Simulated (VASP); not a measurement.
CdTe, 2 atoms in the cell. It takes space group F-43m (No. 216, cubic). Conventional cell: a = 6.557 Å, b = 6.557 Å, c = 6.557 Å, α = 90.00°, β = 90.00°, γ = 90.00°. Cd (site symmetry -43m) has 4 Te at 2.84 Å within 3.7 Å. Within 3.7 Å of Te (site symmetry -43m) lie 4 Cd at 2.84 Å. 

- Program: VASP 6.6.1
- Task: single point
- Functional: r2SCAN
- Potentials or basis: VASP PAW PBE potentials, release 64 (Cd, Te)
- Cutoff: 520 eV
- k mesh: 10 × 10 × 10
- Occupations: gaussian, width 0.05 eV
- Spin: no spin polarisation
- Dipole correction: no
- Further INCAR settings: ALGO = Normal; EDIFF = 1e-06; NBANDS = 16

Potentials or basis: VASP PAW PBE potentials, release 64 (Cd, Te).

Command:

```sh
$ cat potpaw_PBE.64/Cd/POTCAR potpaw_PBE.64/Te/POTCAR > POTCAR
$ cp INCAR.step1 INCAR
$ mpirun -np 1 vasp_std > vasp.out
$ cp INCAR.step2 INCAR
$ mpirun -np 1 vasp_std > vasp.out
```

Hardware: 1 thread of AMD EPYC 7R43 64-Core Processor (Zen 3), on a shared host.

Problem. How long does it take, and how much memory?

Solution. Wall time 4.6 min on 1 thread of AMD EPYC 7R43 64-Core Processor (Zen 3), with other jobs on the host, peak memory 0.21 GiB. Counts: k points 47.
